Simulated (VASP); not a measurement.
# ZnSe (F-43m) in VASP: further runs

ZnSe is run at these levels: PBE, PBEsol; tasks: vibrations by perturbation theory, elastic constants.

Everything below comes from runs of VASP 6.6.1. Logs are shortened: lines on timing, memory, paths and dates and some standing lists are left out, and cuts for length are marked.

## 1. The cell of the first run

Symmetry: F-43m, No. 216, cubic system. Conventional cell: a = 5.668 Å, b = 5.668 Å, c = 5.668 Å, α = 90.00°, β = 90.00°, γ = 90.00°. Se (site symmetry -43m) has 4 Zn at 2.45 Å within 3.2 Å. Within 3.2 Å of Zn (site symmetry -43m) lie 4 Se at 2.45 Å.

## 2. Vibrations by perturbation theory, PBE

The input, INCAR:

```
SYSTEM = ZnSe
PREC = Accurate
ENCUT = 520
EDIFF = 1E-8
ISMEAR = 0
SIGMA = 0.01
LREAL = .False.
LASPH = .True.
NELM = 100
ALGO = Normal
ISIF = 2
LWAVE = .False.
LCHARG = .False.
GGA = PE
NBANDS = 16
IBRION = 8
NSW = 1
LEPSILON = .True.
```

The input, KPOINTS:

```
regular mesh
0
Gamma
  6 6 6
  0 0 0
```

The input, POSCAR:

```
ZnSe
1.0
    0.0000000000      2.8338000000      2.8338000000
    2.8338000000      0.0000000000      2.8338000000
    2.8338000000      2.8338000000      0.0000000000
Se Zn
1 1
Direct
    0.7500000000      0.7500000000      0.7500000000
    0.0000000000      0.0000000000      0.0000000000
```

Potentials or basis: VASP PAW PBE potentials, release 64 (Se, Zn).

On the command line:

```console
> cat potpaw_PBE.64/Se/POTCAR potpaw_PBE.64/Zn/POTCAR > POTCAR
> mpirun -np 1 vasp_std > vasp.out
```

OUTCAR:

```text
SYSTEM = ZnSe
   PREC = Accurate
   ENCUT = 520
   EDIFF = 1E-8
   ISMEAR = 0
   LREAL = .False.
   LASPH = .True.
   NELM = 100
   ISIF = 2
   GGA = PE
   IBRION = 8
   NSW = 1
   LEPSILON = .True.

 ion  position               nearest neighbor table
   1  0.750  0.750  0.750-   2 2.45   2 2.45   2 2.45   2 2.45
   2  0.000  0.000  0.000-   1 2.45   1 2.45   1 2.45   1 2.45

  LATTYP: Found a face centered cubic cell.
 ALAT       =     5.6676000000

  Lattice vectors:

 A1 = (   0.0000000000,   2.8338000000,   2.8338000000)
 A2 = (   2.8338000000,   0.0000000000,   2.8338000000)
 A3 = (   2.8338000000,   2.8338000000,   0.0000000000)

Analysis of symmetry for initial positions (statically):
=====================================================================
 Subroutine PRICEL returns:
 Original cell was already a primitive cell.

 Routine SETGRP: Setting up the symmetry group for a
 face centered cubic supercell.

 Subroutine GETGRP returns: Found 24 space group operations
 (whereof 24 operations were pure point group operations)
 out of a pool of 48 trial point group operations.

The static configuration has the point symmetry T_d .

Analysis of symmetry for dynamics (positions and initial velocities):
=====================================================================
 Subroutine PRICEL returns:
 Original cell was already a primitive cell.

 Routine SETGRP: Setting up the symmetry group for a
 face centered cubic supercell.

 Subroutine GETGRP returns: Found 24 space group operations
 (whereof 24 operations were pure point group operations)
 out of a pool of 48 trial point group operations.

The dynamic configuration has the point symmetry T_d .

 Subroutine INISYM returns: Found 24 space group operations
 (whereof 24 operations are pure point group operations),
 and found     1 'primitive' translations

----------------------------------------------------------------------------------------

                                     Primitive cell

  volume of cell :      45.5132

  direct lattice vectors                    reciprocal lattice vectors
     0.000000000  2.833800000  2.833800000    -0.176441527  0.176441527  0.176441527
     2.833800000  0.000000000  2.833800000     0.176441527 -0.176441527  0.176441527
     2.833800000  2.833800000  0.000000000     0.176441527  0.176441527 -0.176441527

  length of vectors
     4.007598393  4.007598393  4.007598393     0.305605690  0.305605690  0.305605690

  position of ions in fractional coordinates (direct lattice)
     0.750000000  0.750000000  0.750000000
     0.000000000  0.000000000  0.000000000

  ion indices of the primitive-cell ions
   primitive index   ion index
                 1           1
                 2           2

----------------------------------------------------------------------------------------

 KPOINTS: regular mesh

Automatic generation of k-mesh.
 Grid dimensions read from file:
 generate k-points for:    6    6    6

 Generating k-lattice:

  Cartesian coordinates                     Fractional coordinates (reciprocal lattice)
[... 443 lines left out ...]
  ---------------------------------------------------
  ---------------------------------------------------
  free energy    TOTEN  =        -1.07992008 eV

  energy without entropy =       -1.07992008

------------------------ aborting loop because EDIFF is reached ----------------------------------------

--------------------------------------- Ionic step        2  -------------------------------------------

------------------------ aborting loop because EDIFF is reached ----------------------------------------

--------------------------------------- Ionic step        3  -------------------------------------------

------------------------ aborting loop because EDIFF is reached ----------------------------------------

 PIEZOELECTRIC TENSOR FIELD DIRECTION 3  (e Angst)
 -----------------------------------------------------------------------------
    -0.00053  2.14033  0.00000           (  0.00000 -0.04136  0.00000)
     2.14033 -0.00053  0.00000           ( -0.04136  0.00000  0.00000)
     0.00000  0.00000 -0.00050           (  0.00000  0.00000 -0.00000)

 PIEZOELECTRIC TENSOR FIELD DIRECTION 3  (C/m^2)
 -----------------------------------------------------------------------------
    -0.00018  0.75345  0.00000
     0.75345 -0.00018  0.00000
     0.00000  0.00000 -0.00017

--------------------------------------- Ionic step        4  -------------------------------------------

------------------------ aborting loop because EDIFF is reached ----------------------------------------

[... ionic steps 5 to 6 ...]

--------------------------------------- Ionic step        7  -------------------------------------------

 Free energy of the ion-electron system (eV)
  ---------------------------------------------------
  ---------------------------------------------------
  free energy    TOTEN  =        -0.20938748 eV

  energy without entropy =       -0.20938748

------------------------ aborting loop because EDIFF is reached ----------------------------------------

 INTERNAL STRAIN TENSOR  FOR ION    2  DIRECTION 1   (eV/Angst):
 -----------------------------------------------------------------------------
     0.01220  0.00000  0.00000
     0.00000 -0.01166 -5.65378
     0.00000 -5.65378 -0.01166

 MACROSCOPIC STATIC DIELECTRIC TENSOR (including local field effects in DFT)
 ------------------------------------------------------
           8.961432    -0.000000     0.000000
           0.000000     8.961432     0.000000
          -0.000000     0.000000     8.961432
 ------------------------------------------------------

 PIEZOELECTRIC TENSOR (including local field effects)  for field in x, y, z        (e  Angst)
          XX          YY          ZZ          XY          YZ          ZX
  --------------------------------------------------------------------------------
  x     0.00000     0.00000     0.00000     0.00000     2.16464     0.00000
  y    -0.00000    -0.00000    -0.00000     0.00000     0.00000     2.16464
  z    -0.00000     0.00000     0.00000     2.16464     0.00000     0.00000

 PIEZOELECTRIC TENSOR (including local field effects)  for field in x, y, z        (C/m^2)
          XX          YY          ZZ          XY          YZ          ZX
  --------------------------------------------------------------------------------
  x     0.00000     0.00000     0.00000     0.00000     0.76201     0.00000
  y    -0.00000    -0.00000    -0.00000     0.00000     0.00000     0.76201
  z    -0.00000     0.00000     0.00000     0.76201     0.00000     0.00000

 BORN EFFECTIVE CHARGES (including local field effects) (in |e|, cummulative output)
 ---------------------------------------------------------------------------------
 ion    1
    1    -2.18700     0.00000     0.00000
    2     0.00000    -2.18700    -0.00000
    3     0.00000    -0.00000    -2.18700
 ion    2
    1     2.18700     0.00000     0.00000
    2     0.00000     2.18700     0.00000
    3    -0.00000     0.00000     2.18700

 INTERNAL STRAIN TENSOR FOR ION    2 for displacements in x,y,z  (eV/Angst):
          X           Y           Z          XY          YZ          ZX
  --------------------------------------------------------------------------------
  x     0.00000     0.00000     0.00000     0.00000    -5.65378     0.00000
  y     0.00000     0.00000     0.00000     0.00000     0.00000    -5.65378
  z     0.00000     0.00000     0.00000    -5.65378     0.00000     0.00000

 SECOND DERIVATIVES (NOT SYMMETRIZED)
 ------------------------------------
               1X          1Y          1Z          2X          2Y          2Z
  1X    -5.704075    0.000000    0.000000    5.704075    0.000000    0.000000
  1Y     0.000000   -5.704075    0.000000    0.000000    5.704075    0.000000
  1Z     0.000000    0.000000   -5.704075    0.000000    0.000000    5.704075
  2X     5.771782    0.000000    0.000000   -5.771782    0.000000    0.000000
  2Y     0.000000    5.771782    0.000000    0.000000   -5.771782    0.000000
  2Z     0.000000    0.000000    5.771782    0.000000    0.000000   -5.771782

 Eigenvectors and eigenvalues of the dynamical matrix
 ----------------------------------------------------

   1 f  =    6.263250 THz    39.353158 2PiTHz  208.919519 cm-1    25.902707 meV
             X         Y         Z           dx          dy          dz
      4.250700  4.250700  4.250700     0.000000    0.670876    0.000000
      0.000000  0.000000  0.000000     0.000000   -0.741569    0.000000
[... 21 lines left out ...]
   6 f/i=    0.018384 THz     0.115513 2PiTHz    0.613237 cm-1     0.076032 meV
             X         Y         Z           dx          dy          dz
      4.250700  4.250700  4.250700     0.000000    0.000000    0.741569
      0.000000  0.000000  0.000000     0.000000    0.000000    0.670876

--------------------------------------------------------------------------------------------------------

 MACROSCOPIC STATIC DIELECTRIC TENSOR IONIC CONTRIBUTION
 ------------------------------------------------------
           3.314079    -0.000000     0.000000
          -0.000000     3.314079     0.000000
           0.000000     0.000000     3.314079
 ------------------------------------------------------

 ELASTIC MODULI CONTR FROM IONIC RELAXATION (kBar)
 Direction    XX          YY          ZZ          XY          YZ          ZX
 --------------------------------------------------------------------------------
 XX          -0.0000      0.0000      0.0000      0.0000     -0.0000      0.0000
 YY           0.0000     -0.0000     -0.0000      0.0000      0.0000      0.0000
 ZZ           0.0000     -0.0000     -0.0000      0.0000      0.0000      0.0000
 XY           0.0000      0.0000      0.0000   -195.5891     -0.0000     -0.0000
 YZ          -0.0000      0.0000      0.0000     -0.0000   -195.5891      0.0000
 ZX           0.0000      0.0000      0.0000     -0.0000      0.0000   -195.5891
 --------------------------------------------------------------------------------

 PIEZOELECTRIC TENSOR IONIC CONTR  for field in x, y, z        (C/m^2)
          XX          YY          ZZ          XY          YZ          ZX
  --------------------------------------------------------------------------------
  x    -0.00000     0.00000     0.00000    -0.00000    -0.75758     0.00000
  y     0.00000     0.00000     0.00000    -0.00000     0.00000    -0.75758
  z     0.00000     0.00000     0.00000    -0.75758    -0.00000    -0.00000
```

Wall time 3.6 min (1 thread of Intel Xeon Platinum 8488C (Sapphire Rapids), shared host); peak memory 0.24 GiB.

What came out:

```
Electronic dielectric tensor (diagonal)                 : 8.96
Born charges (mean of the diagonal)                     : Se -2.19; Zn +2.19 e
Highest phonon frequency at Γ, LO-TO splitting left out : 209 cm⁻¹
```

Phonon frequencies in cm⁻¹ (negative: imaginary):
| q point | frequencies |
| --- | --- |
| (0.000, 0.000, 0.000) | -1 -1 -1 209 209 209 |

Electronic dielectric tensor:
```
8.96 0.00 0.00
0.00 8.96 0.00
0.00 0.00 8.96
```

Born effective charge tensors (e):
atom 1, Se
```
-2.19  0.00  0.00
 0.00 -2.19  0.00
 0.00  0.00 -2.19
```
atom 2, Zn
```
2.19 0.00 0.00
0.00 2.19 0.00
0.00 0.00 2.19
```

Caveat: the cell stands under pressure or tension, which shifts response properties.

(Continued in part 2 of 2.)
